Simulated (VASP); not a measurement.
# BN (F-43m) in VASP: notebook

The runs below take BN through relaxation of cell and atoms, with PBE, PBEsol, LDA, r2SCAN.

All numbers are computed with VASP 6.6.1; they aren't measurements. Logs are shortened: lines on timing, memory, paths and dates and some standing lists are left out, and cuts for length are marked.

### Step 1. The cell of the first run

The structure is cubic, space group F-43m (No. 216). Conventional cell: a = 3.615 Å, b = 3.615 Å, c = 3.615 Å, α = 90.00°, β = 90.00°, γ = 90.00°. B (site symmetry -43m) has 4 N at 1.57 Å within 2.1 Å. Within 2.1 Å of N (site symmetry -43m) lie 4 B at 1.57 Å.

### Step 2. Relaxation of cell and atoms, PBE

The input, INCAR:

```
SYSTEM = BN
PREC = Accurate
ENCUT = 600
EDIFF = 1E-6
ISMEAR = -1
SIGMA = 0.02
LREAL = .False.
LASPH = .True.
NELM = 80
ALGO = Normal
ISIF = 3
LWAVE = .False.
LCHARG = .False.
GGA = PE
IBRION = 2
NSW = 80
EDIFFG = -0.01
```

The input, KPOINTS:

```
regular mesh
0
Gamma
  12 12 12
  0 0 0
```

The input, POSCAR:

```
BN
1.0
    0.0000000000      1.8075000000      1.8075000000
    1.8075000000      0.0000000000      1.8075000000
    1.8075000000      1.8075000000      0.0000000000
B N
1 1
Direct
    0.0000000000      0.0000000000      0.0000000000
    0.2500000000      0.2500000000      0.2500000000
```

Potentials or basis: VASP PAW PBE potentials, release 64 (B, N).

Started as:

```sh
$ cat potpaw_PBE.64/B/POTCAR potpaw_PBE.64/N/POTCAR > POTCAR
$ mpirun -np 1 vasp_std > vasp.out
```

OUTCAR:

```text
SYSTEM = BN
   PREC = Accurate
   ENCUT = 600
   EDIFF = 1E-6
   ISMEAR = -1
   LREAL = .False.
   LASPH = .True.
   NELM = 80
   ISIF = 3
   GGA = PE
   IBRION = 2
   NSW = 80
   EDIFFG = -0.01

 ion  position               nearest neighbor table
   1  0.000  0.000  0.000-   2 1.57   2 1.57   2 1.57   2 1.57
   2  0.250  0.250  0.250-   1 1.57   1 1.57   1 1.57   1 1.57

  LATTYP: Found a face centered cubic cell.
 ALAT       =     3.6150000000

  Lattice vectors:

 A1 = (   0.0000000000,   1.8075000000,   1.8075000000)
 A2 = (   1.8075000000,   0.0000000000,   1.8075000000)
 A3 = (   1.8075000000,   1.8075000000,   0.0000000000)

Analysis of symmetry for initial positions (statically):
=====================================================================
 Subroutine PRICEL returns:
 Original cell was already a primitive cell.

 Routine SETGRP: Setting up the symmetry group for a
 face centered cubic supercell.

 Subroutine GETGRP returns: Found 24 space group operations
 (whereof 24 operations were pure point group operations)
 out of a pool of 48 trial point group operations.

The static configuration has the point symmetry T_d .

Analysis of symmetry for dynamics (positions and initial velocities):
=====================================================================
 Subroutine PRICEL returns:
 Original cell was already a primitive cell.

 Routine SETGRP: Setting up the symmetry group for a
 face centered cubic supercell.

 Subroutine GETGRP returns: Found 24 space group operations
 (whereof 24 operations were pure point group operations)
 out of a pool of 48 trial point group operations.

The dynamic configuration has the point symmetry T_d .

 Subroutine INISYM returns: Found 24 space group operations
 (whereof 24 operations are pure point group operations),
 and found     1 'primitive' translations

----------------------------------------------------------------------------------------

                                     Primitive cell

  volume of cell :      11.8104

  direct lattice vectors                    reciprocal lattice vectors
     0.000000000  1.807500000  1.807500000    -0.276625173  0.276625173  0.276625173
     1.807500000  0.000000000  1.807500000     0.276625173 -0.276625173  0.276625173
     1.807500000  1.807500000  0.000000000     0.276625173  0.276625173 -0.276625173

  length of vectors
     2.556191014  2.556191014  2.556191014     0.479128854  0.479128854  0.479128854

  position of ions in fractional coordinates (direct lattice)
     0.000000000  0.000000000  0.000000000
     0.250000000  0.250000000  0.250000000

  ion indices of the primitive-cell ions
   primitive index   ion index
                 1           1
                 2           2

----------------------------------------------------------------------------------------

 KPOINTS: regular mesh

Automatic generation of k-mesh.
 Grid dimensions read from file:
 generate k-points for:   12   12   12

 Generating k-lattice:

  Cartesian coordinates                     Fractional coordinates (reciprocal lattice)
    -0.023052098  0.023052098  0.023052098     0.083333333  0.000000000  0.000000000
     0.023052098 -0.023052098  0.023052098     0.000000000  0.083333333  0.000000000
     0.023052098  0.023052098 -0.023052098     0.000000000  0.000000000  0.083333333

  Length of vectors
     0.039927405  0.039927405  0.039927405

  Shift w.r.t. Gamma in fractional coordinates (k-lattice)
     0.000000000  0.000000000  0.000000000

 Subroutine IBZKPT returns following result:
 ===========================================

 Found     72 irreducible k-points:

 Following reciprocal coordinates:
            Coordinates               Weight
  0.000000  0.000000  0.000000      1.000000
  0.083333  0.000000  0.000000      8.000000
  0.166667  0.000000  0.000000      8.000000
  0.250000  0.000000  0.000000      8.000000
  0.333333  0.000000  0.000000      8.000000
  0.416667  0.000000  0.000000      8.000000
[... 16 lines left out ...]
  0.500000  0.166667  0.000000     24.000000
 -0.416667  0.166667  0.000000     24.000000
 [... further k-points ...]
   k-points           NKPTS =     72   k-points in BZ     NKDIM =     72   number of bands    NBANDS=      8
   number of dos      NEDOS =    301   number of ions     NIONS =      2
   total plane-waves  NPLWV =   8000
   dimension x,y,z NGX =    20 NGY =   20 NGZ =   20
   dimension x,y,z NGXF=    40 NGYF=   40 NGZF=   40
   ions per type =               1   1
   NGX,Y,Z   is equivalent  to a cutoff of  13.01, 13.01, 13.01 a.u.
   NGXF,Y,Z  is equivalent  to a cutoff of  26.01, 26.01, 26.01 a.u.
 SYSTEM =  BN
   PREC   = accura    normal or accurate (medium, high low for compatibility)
   ISTART =      0    job   : 0-new  1-cont  2-samecut
   ICHARG =      2    charge: 1-file 2-atom 10-const
   ISPIN  =      1    spin polarized calculation?
   LNONCOLLINEAR =      F non collinear calculations
[... 58 lines left out ...]
  --------------------------------------------------------------------------------------
  -------------------------------------------------------------------------------------
  Total        0.2226048      0.2226048      0.2226048      0.0000000      0.0000000      0.0000000
  in kB       30.1981421     30.1981421     30.1981421      0.0000000      0.0000000      0.0000000
  external PRESSURE =      30.1981421 kB  Pullay stress =       0.0000000 kB

 VOLUME and BASIS-vectors are now :
 -----------------------------------------------------------------------------
  energy-cutoff  :      600.00
  volume of cell :       11.81
      direct lattice vectors                 reciprocal lattice vectors
     0.000000000  1.807500000  1.807500000    -0.276625173  0.276625173  0.276625173
     1.807500000  0.000000000  1.807500000     0.276625173 -0.276625173  0.276625173
     1.807500000  1.807500000  0.000000000     0.276625173  0.276625173 -0.276625173
[... 37 lines left out ...]
 POSITION                                       TOTAL-FORCE (eV/Angst)
 -----------------------------------------------------------------------------------
      1.81721      1.81721     -0.00000        -0.000000     -0.000000     -0.000000
      0.90860      0.90860      0.90860         0.000000      0.000000      0.000000
 -----------------------------------------------------------------------------------
    total drift:                                0.000000      0.000000      0.000000

  FREE ENERGIE OF THE ION-ELECTRON SYSTEM (eV)
  ---------------------------------------------------
  free  energy   TOTEN  =       -17.4533806125 eV

  energy  without entropy=      -17.4533806125  energy(sigma->0) =      -17.45338061

--------------------------------------- Ionic step        3  -------------------------------------------

 number of electron       7.9999999 magnetization

 Free energy of the ion-electron system (eV)
  ---------------------------------------------------
  ext. energy  EPLUGINS =         0.00000000
  ---------------------------------------------------
  free energy    TOTEN  =       -17.45429379 eV

  energy without entropy =      -17.45429379  energy(sigma->0) =      -17.45429379

 E-fermi :   7.6675     XC(G=0): -12.7830

 val. band max:        7.3050232927   @ k =   0.0000   0.0000   0.0000
 cond. band min:      11.7562826444   @ k =   0.5000   0.5000   0.0000
 fundamental gap:      4.4512593517
 Fermi energy:         7.6675032600

 k-point     1 :       0.0000    0.0000    0.0000
  band No.  band energies     occupation
      1     -12.8357      2.00000
      2       7.3050      2.00000
      3       7.3050      2.00000
      4       7.3050      2.00000
      5      16.0871      0.00000
      6      16.0871      0.00000
      7      16.0871      0.00000
      8      17.5265      0.00000

 k-point     2 :       0.0833    0.0000    0.0000
  band No.  band energies     occupation
      1     -12.6677      2.00000
      2       6.3977      2.00000
      3       7.1261      2.00000
      4       7.1261      2.00000
      5      16.2854      0.00000
      6      16.3590      0.00000
      7      16.3590      0.00000
      8      18.0962      0.00000
[... 221 lines left out ...]
 k-point    23 :       0.5000    0.1667    0.0000
  band No.  band energies     occupation
      1      -8.4782      2.00000
      2      -2.3594      2.00000
      3       3.6076      2.00000
      4       4.4462      2.00000
      5      16.1275      0.00000
      6      19.5600      0.00000
      7      19.8810      0.00000
      8      22.2830      0.00000

 k-point    24 :      -0.4167    0.1667    0.0000
  band No.  band energies     occupation
      1      -8.2960      2.00000
      2      -2.6245      2.00000
      3       3.2087      2.00000
      4       4.7585      2.00000
      5      16.5782      0.00000
      6      19.4130      0.00000
      7      19.4885      0.00000
      8      22.8920      0.00000

 [... further k-points ...]

------------------------ aborting loop because EDIFF is reached ----------------------------------------

  FORCE on cell =-STRESS in cart. coord.  units (eV):
  Direction    XX          YY          ZZ          XY          YZ          ZX
  --------------------------------------------------------------------------------------
  -------------------------------------------------------------------------------------
  Total        0.0008322      0.0008322      0.0008322      0.0000000      0.0000000     -0.0000000
  in kB        0.1120079      0.1120079      0.1120079      0.0000000      0.0000000     -0.0000000
  external PRESSURE =       0.1120079 kB  Pullay stress =       0.0000000 kB

 VOLUME and BASIS-vectors are now :
 -----------------------------------------------------------------------------
  energy-cutoff  :      600.00
  volume of cell :       11.90
      direct lattice vectors                 reciprocal lattice vectors
     0.000000000  1.812284326  1.812284326    -0.275894898  0.275894898  0.275894898
     1.812284326  0.000000000  1.812284326     0.275894898 -0.275894898  0.275894898
     1.812284326  1.812284326 -0.000000000     0.275894898  0.275894898 -0.275894898

 POSITION                                       TOTAL-FORCE (eV/Angst)
 -----------------------------------------------------------------------------------
      0.00000      0.00000      0.00000        -0.000000     -0.000000     -0.000000
      0.90614      0.90614      0.90614         0.000000      0.000000      0.000000
 -----------------------------------------------------------------------------------
    total drift:                                0.000000      0.000000      0.000000

  FREE ENERGIE OF THE ION-ELECTRON SYSTEM (eV)
  ---------------------------------------------------
  free  energy   TOTEN  =       -17.4542937869 eV

  energy  without entropy=      -17.4542937869  energy(sigma->0) =      -17.45429379

 reached required accuracy - stopping structural energy minimisation
```

It took 20 s on 1 thread of Intel Xeon 8259CL, shared host; peak memory 0.12 GiB.

Results:

```yaml
Free_energy: -17.4543 eV
Relaxed_volume: 5.95 Å³/atom
Relaxed_cell: a = 2.563 Å, b = 2.563 Å, c = 2.563 Å, α = 60.00°, β = 60.00°, γ = 60.00°
Space_group_after_relaxing_to_0.1_Å: F-43m (No. 216)
Energy_gained_by_relaxing: 0.4 meV/atom
Ionic_steps: 3
Pressure_after_relaxing: 0.0 GPa
Band_gap_on_the_k_mesh: 4.45 eV (least direct gap 8.78 eV)
```

Step by step:
| step | energy change (eV) | largest force (eV/Å) | pressure (GPa) | volume (Å³) |
| --- | --- | --- | --- | --- |
| 1 | 0.0000 | 0.0000 | 3.02 | 11.81 |
| 2 | 0.0000 | 0.0000 | -2.99 | 12.00 |
| 3 | -0.0009 | 0.0000 | 0.01 | 11.90 |

Final structure:
```xyz
2
Lattice="0.0000 1.8123 1.8123 1.8123 0.0000 1.8123 1.8123 1.8123 0.0000" Properties=species:S:1:pos:R:3 pbc="T T T"
B     0.0000    0.0000    0.0000
N     0.9061    0.9061    0.9061
```

Levels at points of the mesh, in eV from the valence-band top:
```csv
k point,band 1,band 2,band 3,band 4,band 5,band 6,band 7,band 8
"(0.00, 0.00, 0.00)",-20.14,0.00,0.00,0.00,8.78,8.78,8.78,10.22
"(0.50, 0.00, 0.00)",-15.96,-10.62,-1.93,-1.93,10.04,10.66,10.66,15.18
"(0.50, 0.50, 0.00)",-14.61,-8.86,-4.86,-4.86,4.45,9.19,17.80,17.80
```

### Step 3. Relaxation of cell and atoms, PBEsol

The input, INCAR:

```
PREC = Accurate
ENCUT = 600
EDIFF = 1E-7
ISMEAR = -1
SIGMA = 0.02
LREAL = False
LASPH = True
NELM = 60
ALGO = Normal
ISIF = 3
LWAVE = False
LCHARG = False
GGA = PS
IBRION = 2
NSW = 80
EDIFFG = -0.01
```

The input, KPOINTS:

```
Automatic mesh
0
Gamma
  12 12 12
```

POSCAR is that of step 2.

Potentials or basis: VASP PAW PBE potentials, release 64 (B, N).

Started as:

```sh
$ cat potpaw_PBE.64/B/POTCAR potpaw_PBE.64/N/POTCAR > POTCAR
$ mpirun -np 1 vasp_std > vasp.out
```

It took 20 s on 1 thread of Intel Xeon 8259CL, shared host; peak memory 0.12 GiB.

The run converged. Its results:

| Quantity | Value |
| --- | --- |
| Free energy | -18.3510 eV |
| Relaxed volume | 5.86 Å³/atom |
| Relaxed cell | a = 2.550 Å, b = 2.550 Å, c = 2.550 Å, α = 60.00°, β = 60.00°, γ = 60.00° |
| Space group after relaxing (to 0.1 Å) | F-43m (No. 216) |
| Energy gained by relaxing | 0.3 meV/atom |
| Ionic steps | 3 |
| Pressure after relaxing | 0.0 GPa |
| Band gap on the k mesh | 4.28 eV (least direct gap 8.79 eV) |

Step by step:
```csv
step,energy change (eV),largest force (eV/Å),pressure (GPa),volume (Å³)
1,0.0000,0.0000,-2.64,11.81
2,0.0001,0.0000,2.82,11.64
3,-0.0007,0.0000,0.00,11.73
```

Final structure:
```
B N
1.0
     0.00000    1.80333    1.80333
     1.80333    0.00000    1.80333
     1.80333    1.80333    0.00000
B N
1 1
Direct
  0.00000 0.00000 0.00000
  0.25000 0.25000 0.25000
```

Levels at points of the mesh, in eV from the valence-band top:
```csv
k point,band 2,band 3,band 4,band 5,band 6,band 7
"(0.00, 0.00, 0.00)",0.00,0.00,0.00,8.79,8.79,8.79
"(0.50, 0.00, 0.00)",-10.84,-1.96,-1.96,10.18,10.66,10.66
"(0.50, 0.50, 0.00)",-9.01,-4.97,-4.97,4.28,9.13,17.98
```

Caveat: the PAW data sets were made with another functional, which shifts forces and pressure a little. A k mesh can miss the band edges.

### Step 4. Relaxation of cell and atoms, LDA

The input, INCAR:

```
PREC = Accurate
ENCUT = 600
EDIFF = 1E-6
ISMEAR = -1
SIGMA = 0.02
LREAL = F
LASPH = T
NELM = 80
ALGO = Normal
ISIF = 3
LWAVE = F
LCHARG = F
GGA = CA
IBRION = 2
NSW = 80
EDIFFG = -0.01
```

KPOINTS is that of step 3.

POSCAR is that of step 3.

Potentials or basis: VASP PAW LDA potentials, release 64 (B, N).

Started as:

```sh
$ cat potpaw_LDA.64/B/POTCAR potpaw_LDA.64/N/POTCAR > POTCAR
$ mpirun -np 1 vasp_std > vasp.out
```

Run time: 18 s. Hardware: 1 thread of Intel Xeon 8259CL, shared host; peak memory 0.12 GiB.

Results (log left out):

| Item | Value |
| --- | --- |
| Free energy | -19.4173 eV |
| Relaxed volume | 5.75 Å³/atom |
| Relaxed cell | a = 2.533 Å, b = 2.533 Å, c = 2.533 Å, α = 60.00°, β = 60.00°, γ = 60.00° |
| Space group after relaxing (to 0.1 Å) | F-43m (No. 216) |
| Energy gained by relaxing | 5.2 meV/atom |
| Ionic steps | 3 |
| Pressure after relaxing | -0.1 GPa |
| Band gap on the k mesh | 4.38 eV (least direct gap 8.81 eV) |

The path:
```
step  energy change (eV)  largest force (eV/Å)  pressure (GPa)  volume (Å³)
   1              0.0000                0.0000          -10.29        11.81
   2              0.0014                0.0000           12.01        11.17
   3             -0.0104                0.0000           -0.06        11.50
```

Final structure:
```
CELL_PARAMETERS angstrom
0.00000 1.79137 1.79137
1.79137 0.00000 1.79137
1.79137 1.79137 0.00000
ATOMIC_POSITIONS crystal
B 0.00000 0.00000 0.00000
N 0.25000 0.25000 0.25000
```

Levels at points of the mesh, in eV from the valence-band top:
```csv
k point,band 1,band 2,band 3,band 4,band 5,band 6,band 7,band 8
"(0.00, 0.00, 0.00)",-20.38,0.00,0.00,0.00,8.81,8.81,8.81,10.88
"(0.50, 0.00, 0.00)",-15.97,-10.96,-2.00,-2.00,10.56,10.71,10.71,15.29
"(0.50, 0.50, 0.00)",-14.55,-9.06,-5.06,-5.06,4.38,9.30,18.11,18.11
```

A k mesh can miss the band edges. LDA usually gives volumes a few per cent too small.

### Step 5. Relaxation of cell and atoms, r2SCAN

POSCAR is that of step 4.

The input, INCAR.step1:

```
SYSTEM = BN
PREC     = Accurate       ! precision mode
ENCUT    = 600            ! plane-wave cutoff, eV
ISMEAR   = -1             ! smearing method
SIGMA    = 0.02           ! smearing width, eV
LREAL    = .FALSE.        ! projectors in reciprocal space
LASPH    = .TRUE.         ! aspherical terms in the spheres
NELM     = 100            ! most SCF steps
GGA      = PE             ! functional
ALGO     = Normal         ! electronic algorithm
EDIFF    = 1E-4           ! SCF threshold, eV
LWAVE    = .TRUE.         ! write WAVECAR
LCHARG   = .FALSE.        ! write CHGCAR
```

The input, INCAR.step2:

```
SYSTEM = BN
PREC     = Accurate       ! precision mode
ENCUT    = 600            ! plane-wave cutoff, eV
EDIFF    = 1E-7           ! SCF threshold, eV
ISMEAR   = -1             ! smearing method
SIGMA    = 0.02           ! smearing width, eV
LREAL    = .FALSE.        ! projectors in reciprocal space
LASPH    = .TRUE.         ! aspherical terms in the spheres
NELM     = 100            ! most SCF steps
ALGO     = Normal         ! electronic algorithm
ISIF     = 3              ! what is computed and relaxed
LWAVE    = .FALSE.        ! write WAVECAR
LCHARG   = .FALSE.        ! write CHGCAR
METAGGA  = R2SCAN         ! meta-GGA
LMIXTAU  = .TRUE.       
IBRION   = 2              ! ionic algorithm
NSW      = 80             ! ionic steps
EDIFFG   = -0.01          ! ionic threshold
ISTART   = 1
```

The input, KPOINTS:

```
regular mesh
0
G
  12 12 12
  0 0 0
```

Potentials or basis: VASP PAW PBE potentials, release 64 (B, N).

Started as:

```sh
$ cat potpaw_PBE.64/B/POTCAR potpaw_PBE.64/N/POTCAR > POTCAR
$ cp INCAR.step1 INCAR
$ mpirun -np 1 vasp_std > vasp.out
$ cp INCAR.step2 INCAR
$ mpirun -np 1 vasp_std > vasp.out
```

It took 92 s on 1 thread of Intel Xeon 8259CL, shared host; peak memory 0.13 GiB.

The run converged. Its results:

```yaml
Free_energy: -19.1747 eV
Relaxed_volume: 5.90 Å³/atom
Relaxed_cell: a = 2.555 Å, b = 2.555 Å, c = 2.555 Å, α = 60.00°, β = 60.00°, γ = 60.00°
Space_group_after_relaxing_to_0.1_Å: F-43m (No. 216)
Energy_gained_by_relaxing: 0.0 meV/atom
Ionic_steps: 3
Pressure_after_relaxing: 0.0 GPa
Band_gap_on_the_k_mesh: 4.98 eV (least direct gap 9.53 eV)
```

Final structure:
```
B N
1.0
     0.00000    1.80665    1.80665
     1.80665    0.00000    1.80665
     1.80665    1.80665    0.00000
B N
1 1
Direct
  0.00000 0.00000 0.00000
  0.25000 0.25000 0.25000
```

Levels at points of the mesh, in eV from the valence-band top:
```
           k point  band 1  band 2  band 3  band 4  band 5  band 6  band 7  band 8
(0.00, 0.00, 0.00)  -21.31    0.00    0.00    0.00    9.53    9.53    9.53   11.09
(0.50, 0.00, 0.00)  -17.01  -11.10   -2.02   -2.02   10.81   11.48   11.48   16.42
(0.50, 0.50, 0.00)  -15.58   -9.33   -5.10   -5.10    4.98    9.82   19.28   19.28
```

Caveat: the PAW data sets were made with another functional, which shifts forces and pressure a little. A k mesh can miss the band edges.

### Step 6. Overview

| level | potentials or basis | gap on the mesh (eV) | pressure (GPa) | relaxed volume (Å³/atom) |
| --- | --- | --- | --- | --- |
| PBE | VASP PAW PBE potentials, release 64 (B, N) | 4.45 | 0.0 | 5.95 |
| PBEsol | VASP PAW PBE potentials, release 64 (B, N) | 4.28 | 0.0 | 5.86 |
| LDA | VASP PAW LDA potentials, release 64 (B, N) | 4.38 | -0.1 | 5.75 |
| r2SCAN | VASP PAW PBE potentials, release 64 (B, N) | 4.98 | 0.0 | 5.90 |

Alike in all rows: task relaxation of cell and atoms; no spin polarisation; cell relaxed; k mesh 12 × 12 × 12; cutoff (eV) 600; smearing fermi-dirac 0.02 eV.

Caveats: the PAW data sets were made with another functional, which shifts forces and pressure a little (at least some runs).

Absolute energies hang on the potentials; compare differences alone.
